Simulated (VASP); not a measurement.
## SiC: single point with PBE

The system is SiC.

```
Si C
1.0
     0.00000    2.17400    2.00008
     2.17400    0.00000    2.00008
     2.17400    2.17400    0.00000
Si C
1 1
Direct
  0.00000 0.00000 0.00000
  0.75000 0.75000 0.75000
```

This cell differs from its parent crystal: strain +0.000 along x and y, -0.080 along z.

| Quantity | Value |
| --- | --- |
| Program | VASP 6.6.1 |
| Task | single point |
| Functional | PBE |
| Potentials or basis | VASP PAW PBE potentials, release 64 (Si, C) |
| Cutoff | 520 eV |
| k mesh | 12 × 12 × 12 |
| Occupations | gaussian, width 0.05 eV |
| Spin | no spin polarisation |
| Dipole correction | no |
| Further INCAR settings | ALGO = Normal; EDIFF = 1e-06; NBANDS = 11 |

The pressure is 26.6 GPa. The band gap on the k mesh is 0.43 eV (least direct gap 4.54 eV).

Stress tensor (GPa, compression positive):
```
20.78  0.00  0.00
 0.00 20.78  0.00
 0.00  0.00 38.13
```

Levels at points of the mesh, in eV from the valence-band top:
```csv
k point,band 1,band 2,band 3,band 4,band 5,band 6,band 7,band 8,band 9
"(0.00, 0.00, 0.00)",-16.49,-0.51,-0.51,0.00,6.92,7.49,7.71,7.71,13.37
"(0.50, 0.00, 0.00)",-12.55,-9.39,-1.92,-0.94,5.39,6.57,8.49,10.37,16.19
"(0.50, 0.50, 0.00)",-10.53,-7.69,-4.33,-4.33,0.43,3.29,14.45,14.45,16.56
"(0.50, 0.00, 0.50)",-11.26,-8.81,-3.41,-3.30,1.24,4.81,13.42,14.98,16.21
```

Run time: 13 s on 1 thread of Intel(R) Xeon(R) Platinum 8375C CPU @ 2.90GHz (Ice Lake), with other jobs on the host, peak memory 0.15 GiB.

Caveat: the cell differs from its parent crystal (strain +0.000 along x and y, -0.080 along z); the cell stands under pressure. A k mesh can miss the band edges.
